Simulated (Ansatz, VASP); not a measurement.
## Si2Ni in VASP and in Ansatz

Contents of INCAR:

```
PREC     = Accurate       # precision mode
ENCUT    = 690            # plane-wave cutoff, eV
EDIFF    = 1E-6           # SCF threshold, eV
ISMEAR   = -1             # smearing method
SIGMA    = 0.05           # smearing width, eV
LREAL    = False          # projectors in reciprocal space
LASPH    = True           # aspherical terms in the spheres
NELM     = 200            # most SCF steps
ALGO     = Normal         # electronic algorithm
ISIF     = 2              # what is computed and relaxed
LWAVE    = False          # write WAVECAR
LCHARG   = False          # write CHGCAR
ISPIN    = 2              # spin polarisation
MAGMOM   = 0.5 0 0        # initial moments
LORBIT   = 11             # projections on sites
NUPDOWN  = 0.5            # fixed moment
LMAXMIX  = 4              # l up to which the mixer works
GGA      = PS             # functional
NBANDS   = 24             # bands
GGA_COMPAT= False
```

The input KPOINTS:

```
Automatic mesh
0
Gamma
  7 7 7
```

The input POSCAR:

```
Si2Ni
1.0
    0.0000000000      2.7030000000      2.7030000000
    2.7030000000      0.0000000000      2.7030000000
    2.7030000000      2.7030000000      0.0000000000
Ni Si
1 2
Direct
    0.0000000000      0.0000000000      0.0000000000
    0.7500000000      0.7500000000      0.7500000000
    0.2500000000      0.2500000000      0.2500000000
```

File input.yaml:

```yaml
crystal:
  lattice:
    - [0.0, 2.703, 2.703]
    - [2.703, 0.0, 2.703]
    - [2.703, 2.703, 0.0]
  atoms:
    - { symbol: Ni, position: [0.0, 0.0, 0.0], spin: 0.5 }
    - { symbol: Si, position: [0.75, 0.75, 0.75] }
    - { symbol: Si, position: [0.25, 0.25, 0.25] }
hamiltonian:
  xc: pbesol
  pseudopotentials: { kind: paw }
magnetization:
  spin_polarized: true
  initial_magnetization: 0.5
  spin_locking: { lock_magnetization: hard }
kpoints:
  mp_grid: { grid: [7, 7, 7] }
scf:
  occupations: { method: fermi_dirac, width: 0.05 }
  lower_state_search: "off"
output:
  forces: true
  stress: true
  eigenvalues: true
```

Alike in both runs: task single point; functional PBEsol; k mesh 7 × 7 × 7; occupations fermi-dirac, width 0.05 eV; collinear spin; fixed moment 0.5 μB.

|  | VASP | Ansatz |
| --- | --- | --- |
| version | VASP 6.6.1 | Ansatz 0.2.0 |
| potentials or method | VASP PAW PBE potentials, release 64 (Ni_sv_GW, Si) | Ansatz PAW |
| plane-wave cutoff (eV) | 690 | 420 |
| valence electrons in the cell | 26 | 26 |

Ansatz gave:

```
pressure (GPa)                                                : -0.2
net moment per atom (μB)                                      : 0.17
size of the moment on the site where the two differ most (μB) : 0.07
```

Task: Estimate VASP's values.

Result: Pressure (GPa): -0.8; net moment per atom (μB): 0.17; size of the moment on the site where the two differ most (μB): 0.07.

VASP's potentials were made for PBE, not for PBEsol. Site moments also hang on the region over which each program counts them. With one functional, cell and mesh, what is left measures potentials, basis and numerics.
